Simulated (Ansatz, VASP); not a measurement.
PbS: VASP beside Ansatz

```xyz
4
Lattice="2.0569 -3.5658 0.0000 2.0569 3.5658 0.0000 0.0000 0.0000 7.5599" Properties=species:S:1:pos:R:3 pbc="T T T"
Pb    2.0569    3.5585    3.6797
Pb    2.0569   -3.5585    7.4596
S     2.0569   -1.1920    5.2350
S     2.0569    1.1920    1.4550
```

Alike in both runs: task single point; functional BLYP; k mesh 4 × 4 × 2; occupations fermi-dirac, width 0.02 eV; no spin polarisation.

```csv
,VASP,Ansatz
version,VASP 6.6.1,Ansatz 0.2.0
potentials or method,"VASP PAW PBE potentials, release 64 (Pb_d, S), cutoff 520 eV","plane waves, PAW"
valence electrons in the cell,40,40
```

Ansatz gave:

* pressure (GPa): 4.2
* traceless stress, the component that is largest in VASP (GPa): -0.28

Task: Which values does VASP return?

Result: Pressure (GPa): 4.3; traceless stress, the component that is largest in VASP (GPa): -0.26.

VASP's potentials were made for PBE, not for BLYP. With one functional, cell and mesh, what is left measures potentials, basis and numerics. Ansatz's warnings: stress scf threshold loose.

The k mesh is coarse, so the values compare programs but aren't converged. Spin-orbit coupling is off throughout.
